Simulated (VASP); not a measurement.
Runs of VASP 6.6.1 on Pt. The structure is that of space group Im-3m (No. 229), or close to it. The cells are those of the table. 

```csv
task,level,cell,cutoff (eV),gap on the mesh (eV),pressure (GPa),relaxed volume (Å³/atom)
single point,PBEsol+D3(BJ),"a = 2.678 Å, angles 109.5°, 1 atom",520,none,-0.4,-
relaxation of cell and atoms,BLYP+D3(BJ),"relaxed from a = 2.744 Å, angles 109.5°, 1 atom",600,none,-0.1,15.65
relaxation of cell and atoms,PBEsol+D3(BJ),"relaxed from a = 2.744 Å, angles 109.5°, 1 atom",600,none,0.0,14.77
relaxation of cell and atoms,PBEsol,"relaxed from a = 2.744 Å, angles 109.5°, 1 atom",600,none,0.0,(a)
single point,PBEsol,"a = 2.703 Å, angles 109.5°, 1 atom",520,none,-0.4,-
single point,BLYP+D3(BJ),"a = 2.724 Å, angles 109.5°, 1 atom",520,none,1.4,-
```

Alike in all rows: potentials or basis VASP PAW PBE potentials, release 64 (Pt); no spin polarisation; k mesh 13 × 13 × 13; smearing fermi-dirac 0.05 eV.

Q: Fill in the values left out.

A: (a) 15.19.

Caveats: the PAW data sets were made with another functional, which shifts forces and pressure a little; spin-orbit coupling is left out, which moves the levels of the heavy elements; pairwise dispersion overbinds metals, which lowers pressure and volume (some runs).

A k mesh can miss the band edges, and the runs leave out spin-orbit coupling on Pt.

A gap of «none» marks levels without a gap at the run's occupations.
